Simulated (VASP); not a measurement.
# NiO (Fm-3m) in VASP: notebook, part 2 of 2

VASP 6.6.1. Earlier steps stand in the parts before.

## Step 3: Single point, PBE, collinear spin, ferromagnetic start

This run uses another cell than the first one, of 9.38 Å³/atom.

INCAR reads:

```
SYSTEM = NiO
  ALGO = Normal
  EDIFF = 1E-6
  ENCUT = 600
  GGA = PE
  GGA_COMPAT = .False.
  ISIF = 2
  ISMEAR = 0
  ISPIN = 2
  LASPH = .True.
  LCHARG = .False.
  LMAXMIX = 4
  LORBIT = 11
  LREAL = .False.
  LWAVE = .False.
  MAGMOM = 2 1
  NBANDS = 19
  NELM = 200
  PREC = Accurate
  SIGMA = 0.1
```

KPOINTS reads:

```
k-points
0
Gamma
  8 8 8
  0 0 0
```

POSCAR reads:

```
NiO
1.0
    0.0000000000      2.1090428756      2.1090428756
    2.1090428756      0.0000000000      2.1090428756
    2.1090428756      2.1090428756      0.0000000000
Ni O
1 1
Direct
    0.0000000000      0.0000000000      0.0000000000
    0.5000000000      0.5000000000      0.5000000000
```

Potentials or basis: VASP PAW PBE potentials, release 64 (Ni, O).

Run with:

```sh
$ cat potpaw_PBE.64/Ni/POTCAR potpaw_PBE.64/O/POTCAR > POTCAR
$ mpirun -np 1 vasp_std > vasp.out
```

OUTCAR:

```text
SYSTEM = NiO
   EDIFF = 1E-6
   ENCUT = 600
   GGA = PE
   ISIF = 2
   ISMEAR = 0
   ISPIN = 2
   LASPH = .True.
   LORBIT = 11
   LREAL = .False.
   NELM = 200
   PREC = Accurate

 ion  position               nearest neighbor table
   1  0.000  0.000  0.000-   2 2.11   2 2.11   2 2.11   2 2.11   2 2.11   2 2.11
   2  0.500  0.500  0.500-   1 2.11   1 2.11   1 2.11   1 2.11   1 2.11   1 2.11

  LATTYP: Found a face centered cubic cell.
 ALAT       =     4.2180857512

  Lattice vectors:

 A1 = (   0.0000000000,   2.1090428756,   2.1090428756)
 A2 = (   2.1090428756,   0.0000000000,   2.1090428756)
 A3 = (   2.1090428756,   2.1090428756,   0.0000000000)

Analysis of symmetry for initial positions (statically):
=====================================================================
 Subroutine PRICEL returns:
 Original cell was already a primitive cell.

 Routine SETGRP: Setting up the symmetry group for a
 face centered cubic supercell.

 Subroutine GETGRP returns: Found 48 space group operations
 (whereof 48 operations were pure point group operations)
 out of a pool of 48 trial point group operations.

The static configuration has the point symmetry O_h .

Analysis of symmetry for dynamics (positions and initial velocities):
=====================================================================
 Subroutine PRICEL returns:
 Original cell was already a primitive cell.

 Routine SETGRP: Setting up the symmetry group for a
 face centered cubic supercell.

 Subroutine GETGRP returns: Found 48 space group operations
 (whereof 48 operations were pure point group operations)
 out of a pool of 48 trial point group operations.

The dynamic configuration has the point symmetry O_h .

Analysis of structural, dynamic, and magnetic symmetry:
=====================================================================
 Subroutine PRICEL returns:
 Original cell was already a primitive cell.

 Routine SETGRP: Setting up the symmetry group for a
 face centered cubic supercell.

 Subroutine GETGRP returns: Found 48 space group operations
 (whereof 48 operations were pure point group operations)
 out of a pool of 48 trial point group operations.

The overall configuration has the point symmetry O_h .

 Subroutine INISYM returns: Found 48 space group operations
 (whereof 48 operations are pure point group operations),
 and found     1 'primitive' translations

----------------------------------------------------------------------------------------

                                     Primitive cell

  volume of cell :      18.7623

  direct lattice vectors                    reciprocal lattice vectors
     0.000000000  2.109042876  2.109042876    -0.237074365  0.237074365  0.237074365
     2.109042876  0.000000000  2.109042876     0.237074365 -0.237074365  0.237074365
     2.109042876  2.109042876  0.000000000     0.237074365  0.237074365 -0.237074365

  length of vectors
     2.982637038  2.982637038  2.982637038     0.410624845  0.410624845  0.410624845

  position of ions in fractional coordinates (direct lattice)
     0.000000000  0.000000000  0.000000000
     0.500000000  0.500000000  0.500000000

  ion indices of the primitive-cell ions
   primitive index   ion index
                 1           1
                 2           2

[... 57 lines left out ...]
   dimension x,y,z NGXF=    48 NGYF=   48 NGZF=   48
   ions per type =               1   1
   NGX,Y,Z   is equivalent  to a cutoff of  13.38, 13.38, 13.38 a.u.
   NGXF,Y,Z  is equivalent  to a cutoff of  26.75, 26.75, 26.75 a.u.
 SYSTEM =  NiO
   PREC   = accura    normal or accurate (medium, high low for compatibility)
   ISTART =      0    job   : 0-new  1-cont  2-samecut
   ICHARG =      2    charge: 1-file 2-atom 10-const
   ISPIN  =      2    spin polarized calculation?
   LNONCOLLINEAR =      F non collinear calculations
   LSORBIT =      F    spin-orbit coupling
   LASPH  =      T    aspherical Exc in radial PAW
   ENCUT  =  600.0 eV  44.10 Ry    6.64 a.u.   5.96  5.96  5.96*2*pi/ulx,y,z
   NELM   =    200;   NELMIN=  2; NELMDL= -5     # of ELM steps
   EDIFF  = 0.1E-05   stopping-criterion for ELM
   LREAL  =      F    real-space projection
[... 7 lines left out ...]
   TEBEG  =    0.0;   TEEND  =   0.0 temperature during run
   PSTRESS=    0.0 pullay stress
   NELECT =      16.0000    total number of electrons
   NUPDOWN=      -1.0000    fix difference up-down
   EMIN   =  10.00;   EMAX   =-10.00  energy-range for DOS
   EFERMI =   0.00;   METHOD = LEGACY
   ISMEAR =     0;   SIGMA  =   0.10  broadening in eV -4-tet -1-fermi 0-gaus
   EFERMI_NEDOS =   21; number of points for ismear=-14 and -15
   IALGO  =     38    algorithm
   IMIX   =      4    mixing-type and parameters
     AMIX     =   0.40;   BMIX     =  1.00
     AMIX_MAG =   1.60;   BMIX_MAG =  1.00
  volume/ion in A,a.u.               =       9.38        63.31
  Fermi-wavevector in a.u.,A,eV,Ry     =   1.552456  2.933717 32.791686  2.410121
  Thomas-Fermi vector in A             =   2.656829
   LORBIT       =     11    0 simple, 1 ext, 2 COOP (PROOUT), +10 PAW based schemes
   GGA     = PE    functional components
   LHFCALC =     F    Hartree Fock is set to
   AEXX    =    0.0000 exact exchange contribution
   IVDW    =     0    specifies the selected vdW correction
   LEPSILON=     F    determine dielectric tensor
   LRPA    =     F    only Hartree local field effects (RPA)
 spin polarized calculation
 Gauss-broadening in eV      SIGMA  =   0.10
  energy-cutoff  :      600.00
  volume of cell :       18.76
 maximum number of plane-waves:       638
   NGX = 11   NGY = 11   NGZ = 11

 number of electron      16.0000015 magnetization       1.8384670

 Free energy of the ion-electron system (eV)
  ---------------------------------------------------
  ext. energy  EPLUGINS =         0.00000000
  ---------------------------------------------------
  free energy    TOTEN  =       -11.48531624 eV

  energy without entropy =      -11.48204102  energy(sigma->0) =      -11.48367863

 E-fermi :   7.4765     XC(G=0): -12.5059

 val. band max:        7.3879772458   @ k =   0.3750   0.0000   0.0000
 cond. band min:       7.5165926265   @ k =  -0.2500   0.2500   0.0000
 fundamental gap:      0.1286153808
 Fermi energy:         7.4765292543

 spin component 1

 k-point     1 :       0.0000    0.0000    0.0000
  band No.  band energies     occupation
      1     -12.6118      1.00000
      2       4.2936      1.00000
      3       4.2936      1.00000
      4       4.6074      1.00000
      5       4.6074      1.00000
      6       4.6074      1.00000
[... 517 lines left out ...]
     18      37.5221      0.00000
     19      38.2461      0.00000

 [... further k-points ...]

 spin component 2

 k-point     1 :       0.0000    0.0000    0.0000
  band No.  band energies     occupation
      1     -12.1370      1.00000
      2       5.1545      1.00000
      3       5.1545      1.00000
      4       5.1545      1.00000
      5       5.6779      1.00000
      6       5.6782      1.00000
[... 517 lines left out ...]
     18      37.9795      0.00000
     19      38.7281      0.00000

 [... further k-points ...]

------------------------ aborting loop because EDIFF is reached ----------------------------------------

  FORCE on cell =-STRESS in cart. coord.  units (eV):
  Direction    XX          YY          ZZ          XY          YZ          ZX
  --------------------------------------------------------------------------------------
  -------------------------------------------------------------------------------------
  Total       -0.0278465     -0.0278465     -0.0278465      0.0000000      0.0000000      0.0000000
  in kB       -2.3779110     -2.3779110     -2.3779110      0.0000000      0.0000000      0.0000000
  external PRESSURE =      -2.3779110 kB  Pullay stress =       0.0000000 kB

 VOLUME and BASIS-vectors are now :
 -----------------------------------------------------------------------------
  energy-cutoff  :      600.00
  volume of cell :       18.76
      direct lattice vectors                 reciprocal lattice vectors
     0.000000000  2.109042876  2.109042876    -0.237074365  0.237074365  0.237074365
     2.109042876  0.000000000  2.109042876     0.237074365 -0.237074365  0.237074365
     2.109042876  2.109042876  0.000000000     0.237074365  0.237074365 -0.237074365

 POSITION                                       TOTAL-FORCE (eV/Angst)
 -----------------------------------------------------------------------------------
      0.00000      0.00000      0.00000         0.000000      0.000000      0.000000
      2.10904      2.10904      2.10904        -0.000000     -0.000000     -0.000000
 -----------------------------------------------------------------------------------
    total drift:                                0.000000     -0.000000     -0.000000

  FREE ENERGIE OF THE ION-ELECTRON SYSTEM (eV)
  ---------------------------------------------------
  free  energy   TOTEN  =       -11.4853162384 eV

  energy  without entropy=      -11.4820410158  energy(sigma->0) =      -11.48367863

 total charge

# of ion       s       p       d       tot
------------------------------------------
    1        0.324   0.383   8.220   8.927
    2        1.553   3.414   0.000   4.966
--------------------------------------------------
tot          1.876   3.797   8.220  13.893

 magnetization (x)

# of ion       s       p       d       tot
------------------------------------------
    1        0.011   0.015   1.475   1.501
    2        0.027   0.263   0.000   0.290
--------------------------------------------------
tot          0.038   0.278   1.475   1.791
```

OSZICAR:

```text
N       E                     dE             d eps       ncg     rms          rms(c)
DAV:   1     0.936677607007E+02    0.93668E+02   -0.81086E+03  2344   0.116E+03
DAV:   2    -0.737136871935E+01   -0.10104E+03   -0.88244E+02  2279   0.254E+02
DAV:   3    -0.134898475942E+02   -0.61185E+01   -0.59054E+01  2515   0.616E+01
DAV:   4    -0.135485184131E+02   -0.58671E-01   -0.58605E-01  2500   0.584E+00
DAV:   5    -0.135494010084E+02   -0.88260E-03   -0.88253E-03  2518   0.719E-01    0.150E+01
DAV:   6    -0.127276790994E+02    0.82172E+00   -0.12428E+01  2865   0.606E+01    0.189E+01
DAV:   7    -0.114985339835E+02    0.12291E+01   -0.46033E+00  2821   0.489E+01    0.596E+00
DAV:   8    -0.114675463488E+02    0.30988E-01   -0.24802E-01  2795   0.715E+00    0.394E+00
DAV:   9    -0.114848171091E+02   -0.17271E-01   -0.33680E-02  2981   0.351E+00    0.173E+00
DAV:  10    -0.114824946050E+02    0.23225E-02   -0.13195E-02  3161   0.229E+00    0.612E-01
DAV:  11    -0.114854432942E+02   -0.29487E-02   -0.40339E-03  2623   0.629E-01    0.288E-01
DAV:  12    -0.114851644625E+02    0.27883E-03   -0.13392E-03  2988   0.966E-01    0.125E-01
DAV:  13    -0.114853046211E+02   -0.14016E-03   -0.19485E-04  2447   0.121E-01    0.109E-01
DAV:  14    -0.114852960963E+02    0.85248E-05   -0.35859E-05  3071   0.117E-01    0.476E-02
DAV:  15    -0.114853145937E+02   -0.18497E-04   -0.17565E-05  2944   0.723E-02    0.162E-02
DAV:  16    -0.114853160936E+02   -0.14999E-05   -0.36619E-06  2676   0.379E-02    0.333E-03
DAV:  17    -0.114853162384E+02   -0.14479E-06   -0.67761E-07  1254   0.730E-03
   1 F= -.11485316E+02 E0= -.11483679E+02  d E =-.327522E-02  mag=     1.8383
```

It took 34 s on 1 thread of Intel Xeon 8259CL, shared host; peak memory 0.16 GiB.

Results:

```
Free energy                                           : -11.4853 eV
Pressure                                              : -0.2 GPa
Net moment                                            : 1.84 μB per cell
Site moments                                          : Ni +1.50; O +0.29 μB
Valence electrons inside the program's atomic spheres : Ni 8.93; O 4.97
```

Caveat: a cell with one magnetic atom can't hold antiferromagnetic order, which such compounds often take; semilocal functionals often make such compounds metallic where correlation or magnetic order opens a gap, which also shifts bond lengths. With open d or f shells a metallic result of PBE can be an artefact of self-interaction; +U or a hybrid may open a gap.

## Step 4: Relaxation of cell and atoms, PBE, collinear spin, ferromagnetic start

INCAR reads:

```
PREC = Accurate ; ENCUT = 600
EDIFF = 1E-7 ; ISMEAR = 0
SIGMA = 0.1 ; LREAL = False
LASPH = True ; NELM = 200
ALGO = Normal ; ISIF = 3
LWAVE = False ; LCHARG = False
ISPIN = 2 ; MAGMOM = 2 1
LORBIT = 11 ; LMAXMIX = 4
GGA = PE ; IBRION = 2
NSW = 90 ; EDIFFG = -0.04
GGA_COMPAT = False ; NELMIN = 4
```

KPOINTS reads:

```
Automatic mesh
0
Gamma
  8 8 8
```

POSCAR reads:

```
NiO
1.0
    0.0000000000      2.0931687400      2.0931687400
    2.0931687400      0.0000000000      2.0931687400
    2.0931687400      2.0931687400      0.0000000000
Ni O
1 1
Direct
    0.0000000000      0.0000000000      0.0000000000
    0.5000000000      0.5000000000      0.5000000000
```

Potentials or basis: VASP PAW PBE potentials, release 64 (Ni, O).

Run with:

```sh
$ cat potpaw_PBE.64/Ni/POTCAR potpaw_PBE.64/O/POTCAR > POTCAR
$ mpirun -np 1 vasp_std > vasp.out
```

OUTCAR:

```text
PREC = Accurate
   ENCUT = 600
   EDIFF = 1E-7
   ISMEAR = 0
   LREAL = False
   LASPH = True
   NELM = 200
   ISIF = 3
   ISPIN = 2
   LORBIT = 11
   GGA = PE
   IBRION = 2
   NSW = 90
   EDIFFG = -0.04
   NELMIN = 4

 ion  position               nearest neighbor table
   1  0.000  0.000  0.000-   2 2.09   2 2.09   2 2.09   2 2.09   2 2.09   2 2.09
   2  0.500  0.500  0.500-   1 2.09   1 2.09   1 2.09   1 2.09   1 2.09   1 2.09

  LATTYP: Found a face centered cubic cell.
 ALAT       =     4.1863374800

  Lattice vectors:

 A1 = (   0.0000000000,   2.0931687400,   2.0931687400)
 A2 = (   2.0931687400,   0.0000000000,   2.0931687400)
 A3 = (   2.0931687400,   2.0931687400,   0.0000000000)

Analysis of symmetry for initial positions (statically):
=====================================================================
 Subroutine PRICEL returns:
 Original cell was already a primitive cell.

 Routine SETGRP: Setting up the symmetry group for a
 face centered cubic supercell.

 Subroutine GETGRP returns: Found 48 space group operations
 (whereof 48 operations were pure point group operations)
 out of a pool of 48 trial point group operations.

The static configuration has the point symmetry O_h .

Analysis of symmetry for dynamics (positions and initial velocities):
=====================================================================
 Subroutine PRICEL returns:
 Original cell was already a primitive cell.

 Routine SETGRP: Setting up the symmetry group for a
 face centered cubic supercell.

 Subroutine GETGRP returns: Found 48 space group operations
[... 252 lines left out ...]
 fundamental gap:      0.1289641534
 Fermi energy:         7.4893535791

 spin component 1

 k-point     1 :       0.0000    0.0000    0.0000
  band No.  band energies     occupation
      1     -12.6076      1.00000
      2       4.3056      1.00000
      3       4.3057      1.00000
      4       4.6161      1.00000
      5       4.6161      1.00000
      6       4.6161      1.00000
      7       4.8428      1.00000
      8       4.8429      1.00000
      9       4.8429      1.00000
     10       8.8596      0.00000
     11      25.2484      0.00000
     12      26.1811      0.00000
     13      26.1811      0.00000
     14      26.1811      0.00000
[... 379 lines left out ...]
      3       1.6533      1.00000
      4       1.8792      1.00000
      5       5.2144      1.00000
      6       5.5163      1.00000
      7       5.9030      1.00000
      8       6.4309      1.00000
      9       7.0471      1.00000
     10      15.2108      0.00000
     11      16.4977      0.00000
     12      19.0278      0.00000
     13      21.8791      0.00000
     14      29.2122      0.00000

 [... further k-points ...]

 spin component 2

 k-point     1 :       0.0000    0.0000    0.0000
  band No.  band energies     occupation
      1     -12.1331      1.00000
      2       5.1630      1.00000
      3       5.1630      1.00000
      4       5.1630      1.00000
      5       5.6883      1.00000
      6       5.6885      1.00000
      7       5.6885      1.00000
      8       6.9563      1.00000
      9       6.9566      1.00000
     10       9.2236      0.00000
     11      25.1780      0.00000
     12      26.3996      0.00000
     13      26.3996      0.00000
     14      26.4000      0.00000
[... 420 lines left out ...]
  FREE ENERGIE OF THE ION-ELECTRON SYSTEM (eV)
  ---------------------------------------------------
  free  energy   TOTEN  =       -11.4842444137 eV

  energy  without entropy=      -11.4809440311  energy(sigma->0) =      -11.48259422

 reached required accuracy - stopping structural energy minimisation

 total charge

# of ion       s       p       d       tot
------------------------------------------
    1        0.324   0.384   8.220   8.928
    2        1.553   3.414   0.000   4.967
--------------------------------------------------
tot          1.877   3.798   8.220  13.895

 magnetization (x)

# of ion       s       p       d       tot
------------------------------------------
    1        0.011   0.015   1.474   1.500
    2        0.027   0.263   0.000   0.290
--------------------------------------------------
tot          0.038   0.277   1.474   1.790
```

It took 86 s on 1 thread of Intel Xeon 8259CL, shared host; peak memory 0.16 GiB.

What came out:

```
Free energy                                           : -11.4842 eV
Relaxed volume                                        : 9.37 Å³/atom
Relaxed cell                                          : a = 2.982 Å, b = 2.982 Å, c = 2.982 Å, α = 60.00°, β = 60.00°, γ = 60.00°
Space group after relaxing (to 0.1 Å)                 : Fm-3m (No. 225)
Energy gained by relaxing                             : 2.5 meV/atom
Ionic steps                                           : 3
Pressure after relaxing                               : 0.0 GPa
Net moment                                            : 1.84 μB per cell
Site moments                                          : Ni +1.50; O +0.29 μB
Valence electrons inside the program's atomic spheres : Ni 8.93; O 4.97
```

Step by step:
```
step  energy change (eV)  largest force (eV/Å)  pressure (GPa)  volume (Å³)
   1              0.0000                0.0000            4.07        18.34
   2             -0.0036                0.0000           -2.08        18.97
   3             -0.0051                0.0000           -0.01        18.75
```

Final structure:
```xyz
2
Lattice="0.0000 2.1084 2.1084 2.1084 0.0000 2.1084 2.1084 2.1084 0.0000" Properties=species:S:1:pos:R:3 pbc="T T T"
Ni    0.0000    0.0000    0.0000
O     2.1084    2.1084    2.1084
```

Levels at points of the mesh, in eV from the Fermi level:
Spin up:
```tsv
k point	band 7	band 8	band 9	band 10	band 11	band 12
(0.00, 0.00, 0.00)	-2.65	-2.65	-2.65	1.37	17.76	18.69
(0.50, 0.00, 0.00)	-1.47	0.18	0.18	5.53	9.68	13.81
(0.50, 0.50, 0.00)	-2.37	-1.70	-1.70	5.93	10.38	12.09
```
Spin down:
| k point | band 3 | band 4 | band 5 | band 6 | band 7 | band 8 | band 9 | band 10 | band 11 | band 12 |
| --- | --- | --- | --- | --- | --- | --- | --- | --- | --- | --- |
| (0.00, 0.00, 0.00) | -2.33 | -2.33 | -1.80 | -1.80 | -1.80 | -0.53 | -0.53 | 1.73 | 17.69 | 18.91 |
| (0.50, 0.00, 0.00) | -4.58 | -4.58 | -0.95 | -0.95 | -0.59 | 2.19 | 2.19 | 5.71 | 10.23 | 14.10 |
| (0.50, 0.50, 0.00) | -3.64 | -3.64 | -2.72 | -0.77 | -0.77 | -0.13 | 0.36 | 6.40 | 10.75 | 12.35 |

Caveat: a cell with one magnetic atom can't hold antiferromagnetic order, which such compounds often take; semilocal functionals often make such compounds metallic where correlation or magnetic order opens a gap, which also shifts bond lengths. With open d or f shells a metallic result of PBE can be an artefact of self-interaction; +U or a hybrid may open a gap.

## Step 5: Overview

| task | cell | gap on the mesh (eV) | pressure (GPa) | moment (μB) |
| --- | --- | --- | --- | --- |
| single point | a = 2.960 Å, angles 60.0°, 2 atoms | none | 4.1 | 1.81 |
| single point | a = 2.983 Å, angles 60.0°, 2 atoms | none | -0.2 | 1.84 |
| relaxation of cell and atoms | relaxed from a = 2.960 Å, angles 60.0°, 2 atoms | none | 0.0 | 1.84 |

Alike in all rows: level PBE; potentials or basis VASP PAW PBE potentials, release 64 (Ni, O); spin collinear, ferromagnetic start; k mesh 8 × 8 × 8; cutoff (eV) 600; smearing gaussian 0.1 eV.

Caveats: a cell with one magnetic atom can't hold antiferromagnetic order, which such compounds often take; semilocal functionals often make such compounds metallic where correlation or magnetic order opens a gap, which also shifts bond lengths; the cell stands under pressure (at least some runs).

Absolute energies hang on the potentials; compare differences alone.

The gap in the log of VASP goes by the Fermi energy; the results here count the filled bands.